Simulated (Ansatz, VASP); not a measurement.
La2MgGeF6 in VASP and in Ansatz

INCAR

```
ALGO = Normal ; EDIFF = 1E-7
ENCUT = 520 ; GGA = PE
ISIF = 2 ; ISMEAR = 1
LASPH = T ; LCHARG = F
LREAL = F ; LWAVE = F
NBANDS = 51 ; NELM = 80
PREC = Accurate ; SIGMA = 0.025
```

File KPOINTS:

```
k-points
0
Gamma
  4 4 4
```

The input POSCAR:

```
La2MgGeF6
1.0
    2.9038430000      1.6765330000      4.6810950000
   -2.9038430000      1.6765330000      4.6810950000
    0.0000000000     -3.3530650000      4.6810950000
La Ge Mg F
2 1 1 6
Direct
    0.7520000000      0.7520000000      0.7520000000
    0.2480000000      0.2480000000      0.2480000000
    0.5030000000      0.5030000000      0.5030000000
    0.0000000000      0.0000000000      0.0000000000
    0.6900000000      0.2550000000      0.7890000000
    0.7890000000      0.6900000000      0.2550000000
    0.2550000000      0.7890000000      0.6900000000
    0.2080000000      0.3240000000      0.7350000000
    0.7350000000      0.2080000000      0.3240000000
    0.3240000000      0.7350000000      0.2080000000
```

Input for Ansatz:

```yaml
crystal:
  lattice:
    - [2.903843, 1.676533, 4.681095]
    - [-2.903843, 1.676533, 4.681095]
    - [0.0, -3.353065, 4.681095]
  atoms:
    - { symbol: La, position: [0.752, 0.752, 0.752] }
    - { symbol: Ge, position: [0.503, 0.503, 0.503] }
    - { symbol: Mg, position: [0.0, 0.0, 0.0] }
    - { symbol: F, position: [0.69, 0.255, 0.789] }
    - { symbol: F, position: [0.789, 0.69, 0.255] }
    - { symbol: F, position: [0.255, 0.789, 0.69] }
    - { symbol: F, position: [0.208, 0.324, 0.735] }
    - { symbol: F, position: [0.735, 0.208, 0.324] }
    - { symbol: F, position: [0.324, 0.735, 0.208] }
    - { symbol: La, position: [0.248, 0.248, 0.248] }
  symmetry: { tolerance: 0.0003 }
kpoints:
  mp_grid: { grid: [4, 4, 4], shift: [0, 0, 0] }
magnetization:
  spin_polarized: false
scf:
  occupations: { method: cold, width: 0.025 }
hamiltonian:
  pseudopotentials: { kind: paw }
  xc: pbe
basis:
  ecutwfc: 420
  ecutrho_ratio: 12
output:
  forces: true
  stress: true
  eigenvalues: true
```

Alike in both runs: task single point; functional PBE; k mesh 4 × 4 × 4; no spin polarisation.

```csv
,VASP,Ansatz
version,VASP 6.6.1,Ansatz 0.2.0
potentials or method,"VASP PAW PBE potentials, release 64 (La, Ge_d, Mg, F), cutoff 520 eV",PAW plane waves
occupations,"methfessel-paxton of order 1, width 0.025 eV","cold, width 0.025 eV"
valence electrons in the cell,80,88
```

```tsv
	VASP	Ansatz	Ansatz less VASP
gap on the k mesh at the Fermi level (eV)	none	none	-
pressure (GPa)	26.1	26.3	+0.19
rms of the force components (eV/Å)	1.483	1.456	-0.0267
```

A gap of «none» marks a metal or a gap that the smearing closes. VASP's potentials hold 80 valence electrons a cell and Ansatz's 88, so a difference there can come from the potentials and not from the codes. Ansatz's warnings: structure snapped to symmetry.

Neither program's run includes spin-orbit coupling.
